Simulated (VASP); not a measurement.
Input of a VASP 6.6.1 run:

INCAR

```
SYSTEM = C
PREC = Accurate ; ENCUT = 520
EDIFF = 1E-6 ; ISMEAR = -1
SIGMA = 0.1 ; LREAL = .False.
LASPH = .True. ; NELM = 100
ALGO = Normal ; ISIF = 2
LWAVE = .False. ; LCHARG = .True.
LELF = .True. ; LVHAR = .True.
NBANDS = 8
```

File KPOINTS:

```
regular mesh
0
Gamma
  22 22 22
  0 0 0
```

The input POSCAR:

```
C
1.0
   -1.1636084552      1.1636084552      1.1636084552
    1.1636084552     -1.1636084552      1.1636084552
    1.1636084552      1.1636084552     -1.1636084552
C
1
Direct
    0.0000000000      0.0000000000      0.0000000000
```

Potentials or basis: VASP PAW LDA potentials, release 64 (C).

Command:

```console
$ cat potpaw_LDA.64/C/POTCAR > POTCAR
$ mpirun -np 1 vasp_std > vasp.out
```

(1) Predict the pressure.

(2) Predict the band gap on the k mesh.

Results:

(1) 0.7 GPa.

(2) zero (band 2 reaches 18.84 eV, above the bottom of band 3 at 3.99 eV).
